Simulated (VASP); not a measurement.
# Ta2H (P-4m2) in VASP: notebook

The runs below take Ta2H through single point, with PBEsol.

Everything below comes from runs of VASP 6.6.1. Logs are shortened: lines on timing, memory, paths and dates and some standing lists are left out, and cuts for length are marked.

### Step 1. The cell of the first run

It takes space group P-4m2 (No. 115, tetragonal). The conventional cell has a = 3.296 Å, b = 3.296 Å, c = 3.435 Å, α = 90.00°, β = 90.00°, γ = 90.00°. Within 2.5 Å of Ta (site symmetry 2mm) lie 2 H at 1.85 Å. H (site symmetry -4m2) has 4 Ta at 1.85 Å within 2.5 Å.

### Step 2. Single point, PBEsol (strained and its atoms moved)

INCAR

```
SYSTEM = Ta2H
ALGO = Normal
EDIFF = 1E-7
ENCUT = 520
GGA = PS
ISIF = 2
ISMEAR = 0
LASPH = .TRUE.
LCHARG = .FALSE.
LREAL = .FALSE.
LWAVE = .FALSE.
NBANDS = 18
NELM = 60
PREC = Accurate
SIGMA = 0.1
```

KPOINTS

```
k-points
0
G
  12 12 12
  0 0 0
```

POSCAR

```
Ta2H
1.0
    3.2956114358      0.0000000000      0.0000000000
    0.0000000000      3.2956114358      0.0000000000
    0.0000000000      0.0000000000      3.4347326460
Ta H
2 1
Direct
    0.5000000000      0.0000000000      0.7520971488
    0.0000000000      0.5000000000      0.2479028512
    0.0000000000      0.0000000000      0.0000000000
```

Potentials or basis: VASP PAW PBE potentials, release 64 (Ta_pv, H).

Started as:

```
$ cat potpaw_PBE.64/Ta_pv/POTCAR potpaw_PBE.64/H/POTCAR > POTCAR
$ mpirun -np 1 vasp_std > vasp.out
```

OUTCAR:

```text
SYSTEM = Ta2H
   EDIFF = 1E-7
   ENCUT = 520
   GGA = PS
   ISIF = 2
   ISMEAR = 0
   LASPH = .TRUE.
   LREAL = .FALSE.
   NELM = 60
   PREC = Accurate

 ion  position               nearest neighbor table
   1  0.500  0.000  0.752-   3 1.85   3 1.85   2 2.89   2 2.89   2 2.89   2 2.89   2 2.90   2 2.90
                             2 2.90   2 2.90
   2  0.000  0.500  0.248-   3 1.85   3 1.85   1 2.89   1 2.89   1 2.89   1 2.89   1 2.90   1 2.90
                             1 2.90   1 2.90
   3  0.000  0.000  0.000-   1 1.85   2 1.85   2 1.85   1 1.85

  LATTYP: Found a simple tetragonal cell.
 ALAT       =     3.2956114358
 C/A-ratio  =     1.0422140816

  Lattice vectors:

 A1 = (   3.2956114358,   0.0000000000,   0.0000000000)
 A2 = (   0.0000000000,   3.2956114358,   0.0000000000)
 A3 = (   0.0000000000,   0.0000000000,   3.4347326460)

Analysis of symmetry for initial positions (statically):
=====================================================================
 Subroutine PRICEL returns:
 Original cell was already a primitive cell.

 Routine SETGRP: Setting up the symmetry group for a
 simple tetragonal supercell.

 Subroutine GETGRP returns: Found  8 space group operations
 (whereof  8 operations were pure point group operations)
 out of a pool of 16 trial point group operations.

The static configuration has the point symmetry D_2d.

Analysis of symmetry for dynamics (positions and initial velocities):
=====================================================================
 Subroutine PRICEL returns:
 Original cell was already a primitive cell.

 Routine SETGRP: Setting up the symmetry group for a
 simple tetragonal supercell.

 Subroutine GETGRP returns: Found  8 space group operations
 (whereof  8 operations were pure point group operations)
 out of a pool of 16 trial point group operations.

The dynamic configuration has the point symmetry D_2d.

 Subroutine INISYM returns: Found  8 space group operations
 (whereof  8 operations are pure point group operations),
 and found     1 'primitive' translations

----------------------------------------------------------------------------------------

                                     Primitive cell

  volume of cell :      37.3048

  direct lattice vectors                    reciprocal lattice vectors
     3.295611436  0.000000000  0.000000000     0.303433830  0.000000000  0.000000000
     0.000000000  3.295611436  0.000000000     0.000000000  0.303433830  0.000000000
     0.000000000  0.000000000  3.434732646     0.000000000  0.000000000  0.291143476

[... 87 lines left out ...]
   EDIFFG = 0.1E-05   stopping-criterion for IOM
   NSW    =      0    number of steps for IOM
   IBRION =     -1    ionic relax: 0-MD 1-quasi-New 2-CG
   NFREE  =      0    steps in history (QN), initial steepest desc. (CG)
   ISIF   =      2    stress and relaxation
   ISYM   =      2    0-nonsym 1-usesym 2-fastsym
   POTIM  = 0.5000    time-step for ionic-motion
   TEBEG  =    0.0;   TEEND  =   0.0 temperature during run
   PSTRESS=    0.0 pullay stress
   NELECT =      23.0000    total number of electrons
   NUPDOWN=      -1.0000    fix difference up-down
   EMIN   =  10.00;   EMAX   =-10.00  energy-range for DOS
   EFERMI =   0.00;   METHOD = LEGACY
   ISMEAR =     0;   SIGMA  =   0.10  broadening in eV -4-tet -1-fermi 0-gaus
   EFERMI_NEDOS =   21; number of points for ismear=-14 and -15
   IALGO  =     38    algorithm
   IMIX   =      4    mixing-type and parameters
     AMIX     =   0.40;   BMIX     =  1.00
     AMIX_MAG =   1.60;   BMIX_MAG =  1.00
  volume/ion in A,a.u.               =      12.43        83.92
  Fermi-wavevector in a.u.,A,eV,Ry     =   1.393357  2.633063 26.414953  1.941444
  Thomas-Fermi vector in A             =   2.517011
   LORBIT       =      0    0 simple, 1 ext, 2 COOP (PROOUT), +10 PAW based schemes
   GGA     = PS    functional components
   LHFCALC =     F    Hartree Fock is set to
   AEXX    =    0.0000 exact exchange contribution
   IVDW    =     0    specifies the selected vdW correction
   LEPSILON=     F    determine dielectric tensor
   LRPA    =     F    only Hartree local field effects (RPA)
 non-spin polarized calculation
 Gauss-broadening in eV      SIGMA  =   0.10
  energy-cutoff  :      520.00
  volume of cell :       37.30
 maximum number of plane-waves:      1040
 NGX is ok and might be reduce to    28
   NGX = 13   NGY = 13   NGZ = 13

 number of electron      23.0000001 magnetization

 Free energy of the ion-electron system (eV)
  ---------------------------------------------------
  ext. energy  EPLUGINS =         0.00000000
  ---------------------------------------------------
  free energy    TOTEN  =       -28.77939840 eV

  energy without entropy =      -28.77101211  energy(sigma->0) =      -28.77520526

 E-fermi :   5.5733     XC(G=0): -12.7940

 val. band max:        5.5723946291   @ k =   0.0833   0.0000   0.1667
 cond. band min:       5.5739941260   @ k =   0.5000   0.0000   0.1667
 fundamental gap:      0.0015994969
 Fermi energy:         5.5733370503

 k-point     1 :       0.0000    0.0000    0.0000
  band No.  band energies     occupation
      1     -28.5200      2.00000
      2     -28.4528      2.00000
      3     -28.4528      2.00000
      4     -27.7026      2.00000
      5     -27.7026      2.00000
      6     -27.6855      2.00000
[... 481 lines left out ...]
      5     -27.9140      2.00000
      6     -27.6971      2.00000
[... 10 lines left out ...]
     17      11.1118      0.00000
     18      12.4703      0.00000

 [... further k-points ...]

------------------------ aborting loop because EDIFF is reached ----------------------------------------

  FORCE on cell =-STRESS in cart. coord.  units (eV):
  Direction    XX          YY          ZZ          XY          YZ          ZX
  --------------------------------------------------------------------------------------
  -------------------------------------------------------------------------------------
  Total        1.8511130      1.8511130      0.1729607      0.0000000      0.0000000     -0.0000000
  in kB       79.5020947     79.5020947      7.4283619      0.0000000      0.0000000     -0.0000000
  external PRESSURE =      55.4775171 kB  Pullay stress =       0.0000000 kB

 VOLUME and BASIS-vectors are now :
 -----------------------------------------------------------------------------
  energy-cutoff  :      520.00
  volume of cell :       37.30
      direct lattice vectors                 reciprocal lattice vectors
     3.295611436  0.000000000  0.000000000     0.303433830  0.000000000  0.000000000
     0.000000000  3.295611436  0.000000000     0.000000000  0.303433830  0.000000000
     0.000000000  0.000000000  3.434732646     0.000000000  0.000000000  0.291143476

 POSITION                                       TOTAL-FORCE (eV/Angst)
 -----------------------------------------------------------------------------------
      1.64781      0.00000      2.58325         0.000000      0.000000     -1.151855
      0.00000      1.64781      0.85148        -0.000000      0.000000      1.151855
      0.00000      0.00000      0.00000        -0.000000     -0.000000      0.000000
 -----------------------------------------------------------------------------------
    total drift:                                0.000000      0.000000     -0.000000

  FREE ENERGIE OF THE ION-ELECTRON SYSTEM (eV)
  ---------------------------------------------------
  free  energy   TOTEN  =       -28.7793983965 eV

  energy  without entropy=      -28.7710121140  energy(sigma->0) =      -28.77520526
```

stdout:

```text
POSCAR found type information on POSCAR TaH
 POSCAR found :  2 types and       3 ions
 scaLAPACK will be used
 -----------------------------------------------------------------------------
|                                                                             |
|                                                                             |
|     You enforced a specific xc type in the INCAR file but a different       |
|     I HOPE YOU KNOW WHAT YOU ARE DOING!                                     |
|                                                                             |
 -----------------------------------------------------------------------------

 LDA part: xc-table for (Slater+PW92), standard interpolation
 POSCAR, INCAR and KPOINTS ok, starting setup
 FFT: planning ... GRIDC
 FFT: planning ... GRID_SOFT
 FFT: planning ... GRID
 WAVECAR not read
 entering main loop
```

Wall time 2 min (1 thread of Intel Xeon Platinum 8259CL at 2.50GHz (Skylake/Cascade Lake), shared host); peak memory 0.25 GiB.

What came out:

| Item | Value |
| --- | --- |
| Free energy | -28.7794 eV |
| Pressure | 5.5 GPa |
| Largest force | 1.152 eV/Å |

Forces on the atoms (eV/Å):
```
Ta   0.000  0.000 -1.152
Ta   0.000  0.000  1.152
H    0.000  0.000  0.000
```

Levels at points of the mesh, in eV from the Fermi level:
| k point | band 9 | band 10 | band 11 | band 12 | band 13 | band 14 | band 15 | band 16 |
| --- | --- | --- | --- | --- | --- | --- | --- | --- |
| (0.00, 0.00, 0.00) | -4.08 | 0.13 | 0.13 | 0.78 | 2.91 | 3.32 | 5.06 | 6.26 |
| (0.50, 0.00, 0.00) | -1.76 | -0.99 | -0.33 | 0.78 | 0.80 | 1.08 | 2.47 | 2.92 |
| (0.50, 0.50, 0.00) | -4.61 | -1.89 | -0.60 | 1.60 | 3.78 | 3.78 | 4.57 | 4.57 |
| (0.00, 0.00, 0.50) | -2.37 | -1.28 | 0.66 | 0.66 | 1.32 | 1.32 | 2.85 | 3.17 |
| (0.50, 0.00, 0.50) | -1.89 | -1.47 | -0.69 | 1.11 | 2.93 | 3.05 | 4.25 | 4.51 |
| (0.50, 0.50, 0.50) | -1.75 | -1.51 | -1.27 | -1.17 | 4.39 | 4.39 | 4.52 | 4.52 |

Caveat: the cell differs from its parent crystal (strained and its atoms moved); the PAW data sets were made with another functional, which shifts forces and pressure a little; spin-orbit coupling is left out, which moves the levels of the heavy elements.

### Step 3. Single point, PBEsol (strained and its atoms moved)

INCAR, as its differences from that of step 2:

```diff
@@ -8,4 +8,6 @@
 LASPH = .TRUE.
-LCHARG = .FALSE.
+LCHARG = .TRUE.
+LELF = .TRUE.
 LREAL = .FALSE.
+LVHAR = .TRUE.
 LWAVE = .FALSE.
```

KPOINTS is that of step 2.

POSCAR

```
Ta2H
1.0
    3.4138153007      0.0000000000      0.0000000000
    0.0000000000      3.4138153007      0.0000000000
    0.0000000000      0.0000000000      3.3496503606
Ta H
2 1
Direct
    0.5000000000      0.0000000000      0.7520971488
    0.0000000000      0.5000000000      0.2479028512
    0.0000000000      0.0000000000      0.0000000000
```

Potentials or basis: VASP PAW PBE potentials, release 64 (Ta_pv, H).

Started as:

```
$ cat potpaw_PBE.64/Ta_pv/POTCAR potpaw_PBE.64/H/POTCAR > POTCAR
$ mpirun -np 1 vasp_std > vasp.out
```

It took 2 min on 1 thread of Intel Xeon Platinum 8259CL at 2.50GHz (Skylake/Cascade Lake), shared host; peak memory 0.25 GiB.

The run converged. Its results:

- Free energy: -28.8010 eV
- Pressure: -5.2 GPa
- Largest force: 0.668 eV/Å

Forces in eV/Å, atoms in the order of the input:
```
Ta   0.000  0.000 -0.668
Ta   0.000  0.000  0.668
H    0.000  0.000  0.000
```

Stress tensor (GPa, compression positive):
```
-5.93  0.00  0.00
 0.00 -5.93  0.00
 0.00  0.00 -3.88
```

Levels at points of the mesh, in eV from the Fermi level:
| k point | band 10 | band 11 | band 12 | band 13 | band 14 | band 15 |
| --- | --- | --- | --- | --- | --- | --- |
| (0.00, 0.00, 0.00) | 0.32 | 0.40 | 0.40 | 2.91 | 3.29 | 5.40 |
| (0.50, 0.00, 0.00) | -0.90 | 0.11 | 0.65 | 0.92 | 1.21 | 2.49 |
| (0.50, 0.50, 0.00) | -1.26 | -0.63 | 1.17 | 3.00 | 3.00 | 4.00 |
| (0.00, 0.00, 0.50) | -1.01 | 0.40 | 0.40 | 1.00 | 1.00 | 2.52 |
| (0.50, 0.00, 0.50) | -1.57 | -0.79 | 1.09 | 3.09 | 3.18 | 4.30 |
| (0.50, 0.50, 0.50) | -1.47 | -1.30 | -1.23 | 3.94 | 3.94 | 4.56 |

Caveat: the cell differs from its parent crystal (strained and its atoms moved); the PAW data sets were made with another functional, which shifts forces and pressure a little; spin-orbit coupling is left out, which moves the levels of the heavy elements.
